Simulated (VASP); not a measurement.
A run of VASP 6.6.1:

INCAR

```
ALGO = Fast
EDIFF = 1E-7
ENCUT = 520
GGA = PE
ISIF = 2
ISMEAR = 0
LASPH = True
LCHARG = True
LELF = True
LREAL = False
LVHAR = True
LWAVE = False
NBANDS = 14
NELM = 60
PREC = Accurate
SIGMA = 0.15
```

The input KPOINTS:

```
k-points
0
Gamma
  16 16 16
```

File POSCAR:

```
AlNi
1.0
    2.1447433238     -2.1447078321      0.0000000000
    2.1447433238      2.1447078321      0.0000000000
    0.0000000000      0.0000000000      3.0551000000
Al Ni
1 1
Direct
    0.0000000000      0.0000000000      0.0000000000
    0.5000000000      0.5000000000      0.5000000000
```

Potentials or basis: VASP PAW PBE potentials, release 64 (Al, Ni).

Command:

```sh
$ cat potpaw_PBE.64/Al/POTCAR potpaw_PBE.64/Ni/POTCAR > POTCAR
$ mpirun -np 1 vasp_std > vasp.out
```

Hardware: 1 thread of Intel Xeon 6975P-C (shared host).

Task: How long does it take, and how much memory?

Result: Wall time 2.5 min on 1 thread of Intel Xeon 6975P-C, on a shared host, peak memory 0.36 GiB. Counts: scf iterations 17, k points 657.
